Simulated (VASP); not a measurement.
Write the native input for VASP 6.6.1 that does the following.

- Task: single point
- Functional: r2SCAN
- Potentials or basis: VASP PAW PBE potentials, release 64 (Mo_sv, Se)
- Cutoff: 550 eV
- k mesh: 12 × 12 × 2
- Occupations: gaussian, width 0.02 eV
- Spin: collinear spin
- Starting moments: [1.0, 1.0, 0.0, 0.0, 0.0, 0.0] μB
- Dipole correction: no
- Further INCAR settings: ALGO = Normal; EDIFF = 1e-06; NBANDS = 39

The system is MoSe2.

```xyz
6
Lattice="3.2762 0.0000 0.0000 -1.6381 2.8373 0.0000 0.0000 0.0000 12.7318" Properties=species:S:1:pos:R:3 pbc="T T T"
Mo    0.0000    1.8915    3.1829
Mo    1.6381    0.9458    9.5488
Se    0.0000    1.8915    7.8743
Se    1.6381    0.9458    1.5084
Se    0.0000    1.8915   11.2234
Se    1.6381    0.9458    4.8575
```

These files were run (other wordings do the same):

POSCAR

```
MoSe2
1.0
    3.2761977964      0.0000000000      0.0000000000
   -1.6380988982      2.8372705195      0.0000000000
    0.0000000000      0.0000000000     12.7317697643
Mo Se
2 4
Direct
    0.3333333333      0.6666666667      0.2500000000
    0.6666666667      0.3333333333      0.7500000000
    0.3333333333      0.6666666667      0.6184761040
    0.6666666667      0.3333333333      0.1184761040
    0.3333333333      0.6666666667      0.8815238960
    0.6666666667      0.3333333333      0.3815238960
```

INCAR.step1

```
PREC = Accurate ; ENCUT = 550
ISMEAR = 0 ; SIGMA = 0.02
LREAL = False ; LASPH = True
NELM = 200 ; ISPIN = 2
MAGMOM = 1 1 0 0 0 0 ; LMAXMIX = 4
NBANDS = 39 ; GGA = PE
ALGO = Normal ; EDIFF = 1E-5
LWAVE = True ; LCHARG = False
GGA_COMPAT = False
```

INCAR.step2

```
PREC = Accurate ; ENCUT = 550
EDIFF = 1E-6 ; ISMEAR = 0
SIGMA = 0.02 ; LREAL = False
LASPH = True ; NELM = 200
ALGO = Normal ; ISIF = 2
LWAVE = False ; LCHARG = False
ISPIN = 2 ; MAGMOM = 1 1 0 0 0 0
LORBIT = 11 ; LMAXMIX = 4
METAGGA = R2SCAN ; LMIXTAU = True
NBANDS = 39 ; ISTART = 1
GGA_COMPAT = False
```

KPOINTS

```
Automatic mesh
0
Gamma
  12 12 2
```

Potentials or basis: VASP PAW PBE potentials, release 64 (Mo_sv, Se).

Launch:

```console
$ cat potpaw_PBE.64/Mo_sv/POTCAR potpaw_PBE.64/Se/POTCAR > POTCAR
$ cp INCAR.step1 INCAR
$ mpirun -np 1 vasp_std > vasp.out
$ cp INCAR.step2 INCAR
$ mpirun -np 1 vasp_std > vasp.out
```

It gave:

```
Pressure                                              : 3.0 GPa
Largest force                                         : 0.240 eV/Å
Band gap on the k mesh                                : 0.88 eV (least direct gap 1.57 eV)
Net moment                                            : 0.00 μB per cell
Valence electrons inside the program's atomic spheres : Mo 12.37; Se 3.93
```

Caveat: the PAW data sets were made with another functional, which shifts forces and pressure a little.

Wall time 35 min on 1 thread of AMD EPYC 7R43 64-Core Processor (Zen 3), on a shared host, peak memory 0.48 GiB.
